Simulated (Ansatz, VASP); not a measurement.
# Two plane-wave programs on Mg3CdSe2O2

The input INCAR:

```
SYSTEM = Mg3CdSe2O2
PREC = Accurate ; ENCUT = 520
EDIFF = 1E-7 ; ISMEAR = 0
SIGMA = 0.02 ; LREAL = .False.
LASPH = .True. ; NELM = 60
ALGO = Normal ; ISIF = 2
LWAVE = .False. ; LCHARG = .True.
GGA = PE ; LELF = .True.
LVHAR = .True. ; NBANDS = 31
```

Contents of KPOINTS:

```
regular mesh
0
Gamma
  8 8 4
  0 0 0
```

File POSCAR:

```
Mg3CdSe2O2
1.0
    3.8898312861      0.0000000000      0.0000000000
    0.0000000000      3.8898312861      0.0000000000
    0.0000000000      0.0000000000      9.8137350868
Mg Cd Se O
3 1 2 2
Direct
    0.0000000000      0.0000000000      0.0000000000
    0.5000000000      0.5000000000      0.8475075572
    0.5000000000      0.5000000000      0.1524924428
    0.0000000000      0.0000000000      0.5000000000
    0.5000000000      0.0000000000      0.6798916319
    0.0000000000      0.5000000000      0.3201083681
    0.5000000000      0.0000000000      0.0623488513
    0.0000000000      0.5000000000      0.9376511487
```

Input for Ansatz:

```yaml
crystal:
  lattice:
    - [3.8898312954, 0.0, 0.0]
    - [0.0, 3.8898312954, 0.0]
    - [0.0, 0.0, 9.8137350809]
  atoms:
    - { symbol: Mg, position: [0.0, 0.0, 0.0] }
    - { symbol: Mg, position: [0.5, 0.5, 0.8475075568] }
    - { symbol: Mg, position: [0.5, 0.5, 0.1524924432] }
    - { symbol: Cd, position: [0.0, 0.0, 0.5] }
    - { symbol: Se, position: [0.5, 0.0, 0.6798916314] }
    - { symbol: Se, position: [0.0, 0.5, 0.3201083686] }
    - { symbol: O, position: [0.5, 0.0, 0.062348851] }
    - { symbol: O, position: [0.0, 0.5, 0.937651149] }
basis:
  ecutwfc: 420
kpoints:
  mp_grid: { grid: [8, 8, 4] }
  band_path:
    path:
      - [[0.0, 0.0, 0.0], [0.0, 0.5, 0.0], [0.5, 0.5, 0.0], [0.0, 0.0, 0.0], [0.0, 0.0, 0.5], [0.0, 0.5, 0.5], [0.5, 0.5, 0.5], [0.0, 0.0, 0.5]]
      - [[0.0, 0.5, 0.0], [0.0, 0.5, 0.5]]
      - [[0.5, 0.5, 0.0], [0.5, 0.5, 0.5]]
    npoints: 14
hamiltonian:
  xc: pbe
scf:
  occupations: { method: gaussian, width: 0.02 }
  n_extra_bands: 20
output:
  forces: true
  stress: true
  eigenvalues: true
  populations: true
  dos: { projected: true, de: 0.02, nscf_kmesh: { grid: [12, 12, 6] } }
  bader: true
  write_density: true
  write_potential: true
  elf: true
  volumetric_format: npy
```

Alike in both runs: task single point; functional PBE; k mesh 8 × 8 × 4; occupations gaussian, width 0.02 eV; no spin polarisation.

|  | VASP | Ansatz |
| --- | --- | --- |
| version | VASP 6.6.1 | Ansatz 0.2.0 |
| potentials or method | VASP PAW PBE potentials, release 64 (Mg, Cd, Se, O), cutoff 520 eV | scalar-relativistic, plane waves, PAW |
| valence electrons in the cell | 42 | 94 |

Ansatz gave:

- gap on the k mesh at the Fermi level (eV): 1.11
- least direct gap on the mesh (eV): 1.18
- pressure (GPa): 0.0
- traceless stress, the component that is largest in VASP (GPa): 0.02
- rms of the force components (eV/Å): 0.002

Problem. Estimate VASP's values.

Solution. gap on the k mesh at the Fermi level (eV): 1.09; least direct gap on the mesh (eV): 1.16; pressure (GPa): -0.1; traceless stress, the component that is largest in VASP (GPa): 0.09; rms of the force components (eV/Å): 0.016.

Atom by atom the forces differ by 0.015 eV/Å (rms over components). VASP's potentials hold 42 valence electrons a cell and Ansatz's 94, so a difference there can come from the potentials and not from the codes.
